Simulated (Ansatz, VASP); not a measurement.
## Sn4Se: VASP beside Ansatz

```
Sn Se
1.0
    -3.40210    3.40210    3.40210
     3.40210   -3.40210    3.40210
     3.40210    3.40210   -3.40210
Sn Se
4 1
Cartesian
  1.7011 1.7011 -1.7011
  1.7011 -1.7011 1.7011
  -1.7011 1.7011 1.7011
  1.7011 1.7011 1.7011
  0.0000 0.0000 0.0000
```

Change from the starting cell: species swapped into the MnGa4 type (Im-3m, No. 229).

Alike in both runs: functional PBE; k mesh 8 × 8 × 8; occupations gaussian, width 0.1 eV; no spin polarisation.

Ansatz relaxed the structure, and its values are those at the end. VASP's run is a single point on that final structure, the one shown.

|  | VASP | Ansatz |
| --- | --- | --- |
| version | VASP 6.6.1 | Ansatz 0.2.0 |
| potentials or method | VASP PAW PBE potentials, release 64 (Sn_d, Se), cutoff 520 eV | scalar-relativistic, plane waves, PAW |
| valence electrons in the cell | 62 | 72 |

|  | VASP | Ansatz | Ansatz less VASP |
| --- | --- | --- | --- |
| gap on the k mesh at the Fermi level (eV) | none | none | - |
| pressure (GPa) | 0.0 | 0.0 | +0.03 |

A gap of «none» marks a metal or a gap that the smearing closes. The functional is the same, so the differences come from potentials, cutoffs and numerics. VASP's potentials hold 62 valence electrons a cell and Ansatz's 72, so a difference there can come from the potentials and not from the codes.
